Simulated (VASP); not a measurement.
# CdS (e600) (R3m) in VASP: notebook, part 2 of 2

VASP 6.6.1.

### Step 4. Single point, PBEsol (strained cell)

INCAR

```
SYSTEM = CdS
ALGO     = Normal         ! electronic algorithm
EDIFF    = 1E-6           ! SCF threshold, eV
ENCUT    = 500            ! plane-wave cutoff, eV
GGA      = PS             ! functional
GGA_COMPAT= .False.      
ISIF     = 2              ! what is computed and relaxed
ISMEAR   = 0              ! smearing method
LASPH    = .True.         ! aspherical terms in the spheres
LCHARG   = .False.        ! write CHGCAR
LREAL    = .False.        ! projectors in reciprocal space
LWAVE    = .False.        ! write WAVECAR
NBANDS   = 16             ! bands
NELM     = 120            ! most SCF steps
PREC     = Accurate       ! precision mode
SIGMA    = 0.02           ! smearing width, eV
```

KPOINTS

```
k-points
0
Gamma
  9 9 9
  0 0 0
```

POSCAR

```
CdS
1.0
    0.0509817019      2.9452591491      2.9452591491
    2.9452591491      0.0509817019      2.9452591491
    2.9452591491      2.9452591491      0.0509817019
Cd S
1 1
Direct
    0.0018416780      0.0018416780      0.0018416780
    0.2481583220      0.2481583220      0.2481583220
```

Potentials or basis: VASP PAW PBE potentials, release 64 (Cd, S).

Launch:

```console
cat potpaw_PBE.64/Cd/POTCAR potpaw_PBE.64/S/POTCAR > POTCAR
mpirun -np 1 vasp_std > vasp.out
```

OUTCAR:

```text
SYSTEM = CdS
   EDIFF = 1E-6
   ENCUT = 500
   GGA = PS
   ISIF = 2
   ISMEAR = 0
   LASPH = .True.
   LREAL = .False.
   NELM = 120
   PREC = Accurate

 ion  position               nearest neighbor table
   1  0.002  0.002  0.002-   2 2.53   2 2.53   2 2.53   2 2.53
   2  0.248  0.248  0.248-   1 2.53   1 2.53   1 2.53   1 2.53

  LATTYP: Found a trigonal (rhomboedric) cell.
 ALAT       =     4.1655374257
 COS(alpha) =     0.5172322623

  Lattice vectors:

 A1 = (   0.0509817019,   2.9452591491,   2.9452591491)
 A2 = (   2.9452591491,   0.0509817019,   2.9452591491)
 A3 = (   2.9452591491,   2.9452591491,   0.0509817019)
[... 625 lines left out ...]
      5      -5.9634      2.00000
      6      -5.6661      2.00000
[... 8 lines left out ...]
     15      13.5008      0.00000
     16      14.8928      0.00000

 [... further k-points ...]
[... 5 lines left out ...]
  --------------------------------------------------------------------------------------
  -------------------------------------------------------------------------------------
  Total       -0.0339363     -0.0339363     -0.0339363     -0.1485184     -0.1485184     -0.1485184
  in kB       -1.0924412     -1.0924412     -1.0924412     -4.7809519     -4.7809519     -4.7809519
  external PRESSURE =      -1.0924412 kB  Pullay stress =       0.0000000 kB

 VOLUME and BASIS-vectors are now :
 -----------------------------------------------------------------------------
  energy-cutoff  :      500.00
  volume of cell :       49.77
      direct lattice vectors                 reciprocal lattice vectors
     0.050981702  2.945259149  2.945259149    -0.174237030  0.171272348  0.171272348
     2.945259149  0.050981702  2.945259149     0.171272348 -0.174237030  0.171272348
     2.945259149  2.945259149  0.050981702     0.171272348  0.171272348 -0.174237030

 POSITION                                       TOTAL-FORCE (eV/Angst)
 -----------------------------------------------------------------------------------
      0.01094      0.01094      0.01094         0.002216      0.002216      0.002216
      1.47443      1.47443      1.47443        -0.002216     -0.002216     -0.002216
 -----------------------------------------------------------------------------------
    total drift:                                0.000110      0.000110      0.000110

  FREE ENERGIE OF THE ION-ELECTRON SYSTEM (eV)
  ---------------------------------------------------
  free  energy   TOTEN  =        -6.8099700572 eV

  energy  without entropy=       -6.8099700572  energy(sigma->0) =       -6.80997006
```

OSZICAR:

```text
N       E                     dE             d eps       ncg     rms          rms(c)
DAV:   1     0.104228562781E+03    0.10423E+03   -0.88569E+03  2776   0.993E+02
DAV:   2    -0.330628283320E+01   -0.10753E+03   -0.10171E+03  3320   0.250E+02
DAV:   3    -0.728649176808E+01   -0.39802E+01   -0.39734E+01  3352   0.499E+01
DAV:   4    -0.731032404228E+01   -0.23832E-01   -0.23830E-01  3544   0.379E+00
DAV:   5    -0.731064228621E+01   -0.31824E-03   -0.31824E-03  3288   0.411E-01    0.773E+00
DAV:   6    -0.683242418119E+01    0.47822E+00   -0.79353E-01  4224   0.121E+01    0.624E+00
DAV:   7    -0.681253080009E+01    0.19893E-01   -0.16367E-01  3576   0.287E+00    0.298E+00
DAV:   8    -0.681013116247E+01    0.23996E-02   -0.16696E-02  3208   0.162E+00    0.248E-01
DAV:   9    -0.680989010515E+01    0.24106E-03   -0.19726E-03  3384   0.669E-01    0.533E-02
DAV:  10    -0.680993000198E+01   -0.39897E-04   -0.19389E-04  3480   0.160E-01    0.583E-02
DAV:  11    -0.680997395713E+01   -0.43955E-04   -0.73028E-05  3512   0.772E-02    0.213E-02
DAV:  12    -0.680996945174E+01    0.45054E-05   -0.15692E-05  3608   0.492E-02    0.811E-03
DAV:  13    -0.680997005718E+01   -0.60544E-06   -0.23286E-06  3280   0.874E-03
   1 F= -.68099701E+01 E0= -.68099701E+01  d E =-.196893E-34
```

stdout:

```text
POSCAR found type information on POSCAR CdS
 POSCAR found :  2 types and       2 ions
 scaLAPACK will be used
 -----------------------------------------------------------------------------
|                                                                             |
|                                                                             |
|     You enforced a specific xc type in the INCAR file but a different       |
|     I HOPE YOU KNOW WHAT YOU ARE DOING!                                     |
|                                                                             |
 -----------------------------------------------------------------------------

 LDA part: xc-table for (Slater+PW92), standard interpolation
 POSCAR, INCAR and KPOINTS ok, starting setup
 FFT: planning ... GRIDC
 FFT: planning ... GRID_SOFT
 FFT: planning ... GRID
 WAVECAR not read
 entering main loop
```

Wall time 1.8 min (1 thread of Intel Xeon 8259CL, shared host); peak memory 0.21 GiB.

Results:

```
Free energy            : -6.8100 eV
Pressure               : -0.1 GPa
Largest force          : 0.004 eV/Å
Band gap on the k mesh : 0.96 eV, direct
```

Forces on the atoms (eV/Å):
```
Cd   0.002  0.002  0.002
S   -0.002 -0.002 -0.002
```

Levels at points of the mesh, in eV from the valence-band top:
```csv
k point,band 7,band 8,band 9,band 10,band 11,band 12
"(0.00, 0.00, 0.00)",-0.11,0.00,0.00,0.96,6.21,6.52
```

Caveat: the cell differs from its parent crystal (strained cell); the PAW data sets were made with another functional, which shifts forces and pressure a little.

### Step 5. Single point, PBEsol

This run uses another cell than the first one, of 24.89 Å³/atom, 0.997 times its volume.

INCAR

```
SYSTEM = CdS
PREC = Accurate ; ENCUT = 500
EDIFF = 1E-6 ; ISMEAR = 0
SIGMA = 0.01 ; LREAL = .False.
LASPH = .True. ; NELM = 120
ALGO = Normal ; ISIF = 2
LWAVE = .False. ; LCHARG = .True.
GGA = PS ; LELF = .True.
LVHAR = .True. ; NBANDS = 16
GGA_COMPAT = .False.
```

KPOINTS

```
Automatic mesh
0
Gamma
  9 9 9
  0 0 0
```

POSCAR is that of step 4.

Launch:

```console
cat potpaw_PBE.64/Cd/POTCAR potpaw_PBE.64/S/POTCAR > POTCAR
mpirun -np 1 vasp_std > vasp.out
```

Wall time 96 s (1 thread of Intel Xeon 8259CL, shared host); peak memory 0.21 GiB.

The run converged. Its results:

- Free energy: -6.8100 eV
- Pressure: -0.1 GPa
- Largest force: 0.004 eV/Å
- Band gap on the k mesh: 0.96 eV, direct

Forces in eV/Å, atoms in the order of the input:
```
Cd   0.002  0.002  0.002
S   -0.002 -0.002 -0.002
```

Stress tensor (GPa, compression positive):
```
-0.11 -0.48 -0.48
-0.48 -0.11 -0.48
-0.48 -0.48 -0.11
```

Levels at points of the mesh, in eV from the valence-band top:
```tsv
k point	band 6	band 7	band 8	band 9	band 10	band 11	band 12	band 13
(0.00, 0.00, 0.00)	-7.27	-0.11	0.00	0.00	0.96	6.21	6.52	6.52
```

Caveat: the PAW data sets were made with another functional, which shifts forces and pressure a little. A hybrid or GW would open this gap; PBEsol tends to underestimate it.

### Step 6. Relaxation of the atoms, PBEsol (strained cell)

INCAR

```
SYSTEM = CdS
  ALGO = Normal
  EDIFF = 1E-7
  EDIFFG = -0.002
  ENCUT = 450
  GGA = PS
  GGA_COMPAT = .False.
  IBRION = 2
  ISIF = 2
  ISMEAR = 0
  LASPH = .True.
  LCHARG = .False.
  LREAL = .False.
  LWAVE = .False.
  NELM = 120
  NELMIN = 4
  NSW = 60
  PREC = Accurate
  SIGMA = 0.02
```

KPOINTS

```
k-points
0
Gamma
  9 9 9
  0 0 0
```

POSCAR

```
CdS
1.0
    0.0507117031      2.9453941484      2.9453941484
    2.9453941484      0.0507117031      2.9453941484
    2.9453941484      2.9453941484      0.0507117031
Cd S
1 1
Direct
    0.0017514096      0.0017514096      0.0017514096
    0.2482485904      0.2482485904      0.2482485904
```

Potentials or basis: VASP PAW PBE potentials, release 64 (Cd, S).

Launch:

```console
cat potpaw_PBE.64/Cd/POTCAR potpaw_PBE.64/S/POTCAR > POTCAR
mpirun -np 1 vasp_std > vasp.out
```

Run time: 2 min. Hardware: 1 thread of Intel Xeon 8259CL, shared host; peak memory 0.2 GiB.

The run converged. Its results:

- Free energy: -6.8095 eV
- Energy gained by relaxing: 0.0 meV/atom
- Ionic steps: 3
- Pressure after relaxing: -0.2 GPa
- Band gap on the k mesh: 0.96 eV, direct

Stress tensor (GPa, compression positive):
```
-0.25 -0.47 -0.47
-0.47 -0.25 -0.47
-0.47 -0.47 -0.25
```

Final structure:
```xyz
2
Lattice="0.0507 2.9454 2.9454 2.9454 0.0507 2.9454 2.9454 2.9454 0.0507" Properties=species:S:1:pos:R:3 pbc="T T T"
Cd    0.0111    0.0111    0.0111
S     1.4743    1.4743    1.4743
```

Levels at points of the mesh, in eV from the valence-band top:
| k point | band 7 | band 8 | band 9 | band 10 | band 11 | band 12 |
| --- | --- | --- | --- | --- | --- | --- |
| (0.00, 0.00, 0.00) | -0.11 | 0.00 | 0.00 | 0.96 | 6.21 | 6.52 |

Caveat: the cell differs from its parent crystal (strained cell); the PAW data sets were made with another functional, which shifts forces and pressure a little.

### Step 7. Summary

```csv
task,cell,cutoff (eV),smearing,gap on the mesh (eV),pressure (GPa)
single point,"a = 4.167 Å, angles 58.9°, 2 atoms",500,gaussian 0.02 eV,0.96,-0.3
single point,"a = 4.166 Å, angles 58.9°, 2 atoms",500,gaussian 0.02 eV,0.96,-0.1
single point,"a = 4.166 Å, angles 58.9°, 2 atoms",500,gaussian 0.01 eV,0.96,-0.1
relaxation of the atoms,"atoms relaxed from a = 4.166 Å, angles 58.9°, 2 atoms",450,gaussian 0.02 eV,0.96,-0.2
```

Alike in all rows: level PBEsol; potentials or basis VASP PAW PBE potentials, release 64 (Cd, S); no spin polarisation; k mesh 9 × 9 × 9.

Caveats: the PAW data sets were made with another functional, which shifts forces and pressure a little.

Absolute energies hang on the potentials; compare differences alone.
